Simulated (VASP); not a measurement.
Wanted: the native input for a VASP 6.6.1 run.

| Item | Value |
| --- | --- |
| Task | single point |
| Functional | r2SCAN |
| Potentials or basis | VASP PAW PBE potentials, release 64 (Y_sv) |
| Cutoff | 520 eV |
| k mesh | 8 × 8 × 5 |
| Occupations | fermi-dirac, width 0.05 eV |
| Spin | no spin polarisation |
| Dipole correction | no |
| Further INCAR settings | ALGO = Normal; EDIFF = 1e-06; NBANDS = 18 |

Crystal: Y.

```
Y
1.0
     3.18537    0.00000    0.00000
    -1.59268    2.75861    0.00000
     0.00000    0.00000    5.00507
Y
2
Direct
  0.66667 0.33333 0.75000
  0.33333 0.66667 0.25000
```

One way to write it, as run:

POSCAR

```
Y
1.0
    3.1853686749      0.0000000000      0.0000000000
   -1.5926843375      2.7586101929      0.0000000000
    0.0000000000      0.0000000000      5.0050675874
Y
2
Direct
    0.6666666667      0.3333333333      0.7500000000
    0.3333333333      0.6666666667      0.2500000000
```

INCAR.step1

```
SYSTEM = Y
  ALGO = Normal
  EDIFF = 1E-4
  ENCUT = 520
  GGA = PE
  ISMEAR = -1
  LASPH = .TRUE.
  LCHARG = .FALSE.
  LREAL = .FALSE.
  LWAVE = .TRUE.
  NBANDS = 18
  NELM = 60
  PREC = Accurate
  SIGMA = 0.05
```

INCAR.step2

```
SYSTEM = Y
  ALGO = Normal
  EDIFF = 1E-6
  ENCUT = 520
  ISIF = 2
  ISMEAR = -1
  ISTART = 1
  LASPH = .TRUE.
  LCHARG = .TRUE.
  LELF = .TRUE.
  LMIXTAU = .TRUE.
  LREAL = .FALSE.
  LVHAR = .TRUE.
  LWAVE = .FALSE.
  METAGGA = R2SCAN
  NBANDS = 18
  NELM = 60
  PREC = Accurate
  SIGMA = 0.05
```

KPOINTS

```
k-points
0
G
  8 8 5
  0 0 0
```

Potentials or basis: VASP PAW PBE potentials, release 64 (Y_sv).

Command:

```bash
$ cat potpaw_PBE.64/Y_sv/POTCAR > POTCAR
$ cp INCAR.step1 INCAR
$ mpirun -np 1 vasp_std > vasp.out
$ cp INCAR.step2 INCAR
$ mpirun -np 1 vasp_std > vasp.out
```

Results of the run:

```
Pressure               : 30.1 GPa
Band gap on the k mesh : zero (bands 11 and 12 overlap by 2.66 eV)
```

Caveat: the cell stands under pressure; the PAW data sets were made with another functional, which shifts forces and pressure a little.

It took 2.9 min on 1 thread of Oxide Virtual Turin-like Processor, with other jobs on the host, peak memory 0.16 GiB.
